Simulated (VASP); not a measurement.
A run of VASP 6.6.1 is set up as follows.

INCAR

```
  ALGO = Normal
  EDIFF = 1E-7
  ENCUT = 520
  GGA = PS
  ISIF = 2
  ISMEAR = 0
  LASPH = True
  LCHARG = False
  LREAL = False
  LWAVE = False
  NBANDS = 19
  NELM = 100
  PREC = Accurate
  SIGMA = 0.05
```

KPOINTS

```
k-points
0
Gamma
  9 9 9
```

POSCAR

```
NaHF2
1.0
    1.7284452171      0.9979183114      4.8708142337
   -1.7284452171      0.9979183114      4.8708142337
    0.0000000000     -1.9958366228      4.8708142337
Na H F
1 1 2
Direct
    0.0000000000      0.0000000000      0.0000000000
    0.5000000000      0.5000000000      0.5000000000
    0.4100000000      0.4100000000      0.4100000000
    0.5900000000      0.5900000000      0.5900000000
```

Potentials or basis: VASP PAW PBE potentials, release 64 (Na_pv, H, F).

The run is started by

```bash
$ cat potpaw_PBE.64/Na_pv/POTCAR potpaw_PBE.64/H/POTCAR potpaw_PBE.64/F/POTCAR > POTCAR
$ mpirun -np 1 vasp_std > vasp.out
```

What does it give for the pressure?

-6.9 GPa.

Predict the band gap on the k mesh.

6.24 eV, indirect (least direct gap 6.46 eV).

What does it give for the largest force?

2.739 eV/Å.

Stress tensor (GPa, compression positive):
```
  0.60   0.00   0.00
  0.00   0.60   0.00
  0.00   0.00 -21.94
```

Caveat: the cell differs from its parent crystal (strain +0.000 along x and y, +0.050 along z); the PAW data sets were made with another functional, which shifts forces and pressure a little. A k mesh can miss the band edges.
